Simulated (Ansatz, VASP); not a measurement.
**Two plane-wave programs on MgSb7**

The input INCAR:

```
ALGO = Normal
EDIFF = 1E-7
EDIFFG = -0.04
ENCUT = 600
GGA = PE
GGA_COMPAT = False
IBRION = 2
ISIF = 3
ISMEAR = 0
LASPH = True
LCHARG = False
LREAL = False
LWAVE = False
NELM = 120
NELMIN = 4
NSW = 90
PREC = Accurate
SIGMA = 0.1
```

File KPOINTS:

```
k-points
0
Gamma
  4 4 4
```

Contents of POSCAR:

```
MgSb7
1.0
    0.0000000000      5.1782313400      5.1782313400
    5.1782313400      0.0000000000      5.1782313400
    5.1782313400      5.1782313400      0.0000000000
Mg Sb
1 7
Direct
    0.0000000000      0.0000000000      0.0000000000
    0.9656006900      0.5343993100      0.5343993100
    0.5343993100      0.9656006900      0.9656006900
    0.5343993100      0.9656006900      0.5343993100
    0.9656006900      0.5343993100      0.9656006900
    0.5343993100      0.5343993100      0.9656006900
    0.9656006900      0.9656006900      0.5343993100
    0.2500000000      0.2500000000      0.2500000000
```

Input for Ansatz:

```yaml
crystal:
  lattice:
    - [0.0, 5.17823134, 5.17823134]
    - [5.17823134, 0.0, 5.17823134]
    - [5.17823134, 5.17823134, 0.0]
  atoms:
    - { symbol: Mg, position: [0.0, 0.0, 0.0] }
    - { symbol: Sb, position: [0.96560069, 0.53439931, 0.53439931] }
    - { symbol: Sb, position: [0.53439931, 0.96560069, 0.96560069] }
    - { symbol: Sb, position: [0.53439931, 0.96560069, 0.53439931] }
    - { symbol: Sb, position: [0.96560069, 0.53439931, 0.96560069] }
    - { symbol: Sb, position: [0.53439931, 0.53439931, 0.96560069] }
    - { symbol: Sb, position: [0.96560069, 0.96560069, 0.53439931] }
    - { symbol: Sb, position: [0.25, 0.25, 0.25] }
basis:
  ecutwfc: 420
kpoints:
  mp_grid: { grid: [4, 4, 4] }
hamiltonian:
  xc: pbe
scf:
  occupations: { method: gaussian, width: 0.1 }
  lower_state_search: "off"
output:
  forces: true
  stress: true
  eigenvalues: true
relax:
  adjacent_minimum: "off"
  f_tol: 0.04
  max_steps: 70
  cell: { stress_tol: 0.4 }
```

Alike in both runs: task relaxation of cell and atoms; functional PBE; k mesh 4 × 4 × 4; occupations gaussian, width 0.1 eV; no spin polarisation.

```csv
,VASP,Ansatz
version,VASP 6.6.1,Ansatz 0.2.0
potentials or method,"VASP PAW PBE potentials, release 64 (Mg, Sb), cutoff 600 eV","scalar-relativistic, plane waves, PAW"
valence electrons in the cell,37,115
```

Ansatz gave:

* gap on the k mesh at the Fermi level, each at its own relaxed structure (eV): none
* relaxed volume (Å³/atom): 35.83
* relaxed length of the cell vector where the two differ most in proportion (Å): 7.401

Estimate VASP's values.

gap on the k mesh at the Fermi level, each at its own relaxed structure (eV): none; relaxed volume (Å³/atom): 35.69; relaxed length of the cell vector where the two differ most in proportion (Å): 7.392.

A gap of «none» marks a metal or a gap that the smearing closes. VASP's potentials hold 37 valence electrons a cell and Ansatz's 115, so a difference there can come from the potentials and not from the codes.

Neither program's run includes spin-orbit coupling.
